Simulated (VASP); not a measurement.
Ca, 1 atom in the cell. It takes space group Fm-3m (No. 225, cubic). The conventional cell has a = 5.580 Å, b = 5.580 Å, c = 5.580 Å, α = 90.00°, β = 90.00°, γ = 90.00°. Ca (site symmetry m-3m) has 12 Ca at 3.95 Å within 5.2 Å. 

* Program: VASP 6.6.1
* Task: relaxation of cell and atoms
* Functional: PBEsol
* Potentials or basis: VASP PAW PBE potentials, release 64 (Ca_sv)
* Cutoff: 600 eV
* k mesh: 17 × 17 × 17
* Occupations: methfessel-paxton, width 0.1 eV
* Spin: no spin polarisation
* Dipole correction: no
* Further INCAR settings: ALGO = Normal; EDIFF = 1e-07; IBRION = 2; EDIFFG = -0.005; NSW = 60; ISIF = 3

Potentials or basis: VASP PAW PBE potentials, release 64 (Ca_sv).

The run is started by

```bash
$ cat potpaw_PBE.64/Ca_sv/POTCAR > POTCAR
$ mpirun -np 1 vasp_std > vasp.out
```

Hardware: 1 thread of Oxide Virtual Turin-like Processor (shared host).

**Question.** How long does it take, and how much memory?

**Answer.** It took 3.4 min on 1 thread of Oxide Virtual Turin-like Processor (shared host), peak memory 0.22 GiB. Counts: scf iterations 38, k points 165, ion steps 4.
